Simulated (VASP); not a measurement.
Input of a VASP 6.6.1 run:

The input POSCAR:

```
AlSn
1.0
    3.9944257282      0.0000000000      0.0000000000
   -1.9972128641      3.4592741542      0.0000000000
    0.0000000000      0.0000000000      3.5098675338
Sn Al
1 1
Direct
    0.3333333333      0.6666666667      0.5000000000
    0.0000000000      0.0000000000      0.0000000000
```

INCAR.step1

```
SYSTEM = AlSn
  PREC = Accurate
  ENCUT = 520
  EDIFF = 1E-5
  ISMEAR = -1
  SIGMA = 0.05
  LREAL = .False.
  LASPH = .True.
  NELM = 80
  ALGO = Normal
  ISIF = 2
  LWAVE = .True.
  GGA = PE
  NBANDS = 16
```

INCAR.step2

```
SYSTEM = AlSn
  PREC = Accurate
  ENCUT = 520
  EDIFF = 1E-6
  ISMEAR = -1
  SIGMA = 0.05
  LREAL = .False.
  LASPH = .True.
  NELM = 80
  ALGO = Normal
  ISIF = 2
  LWAVE = .False.
  LCHARG = .True.
  GGA = PE
  LHFCALC = .True.
  AEXX = 0.25
  PRECFOCK = Normal
  LELF = .True.
  LVHAR = .True.
  ISTART = 1
  NBANDS = 16
```

The input KPOINTS:

```
Automatic mesh
0
Gamma
  4 4 4
  0 0 0
```

Potentials or basis: VASP PAW PBE potentials, release 64 (Sn_d, Al).

Launch:

```bash
$ cat potpaw_PBE.64/Sn_d/POTCAR potpaw_PBE.64/Al/POTCAR > POTCAR
$ cp INCAR.step1 INCAR
$ mpirun -np 1 vasp_std > vasp.out
$ cp INCAR.step2 INCAR
$ mpirun -np 1 vasp_std > vasp.out
```

Question: Predict the band gap on the k mesh.

Answer: Zero (an odd number of electrons rules out a gap without spin polarisation).

Question: What does it give for the pressure?

Answer: -0.2 GPa.

Stress tensor (GPa, compression positive):
```
-0.18  0.00  0.00
 0.00 -0.18  0.00
 0.00  0.00 -0.10
```

Caveat: the k points lie up to 0.45 Å⁻¹ apart, too coarse for converged energies and pressures of a metal; the PAW data sets were made with another functional, which shifts forces and pressure a little; spin-orbit coupling is left out, which moves the levels of the heavy elements.
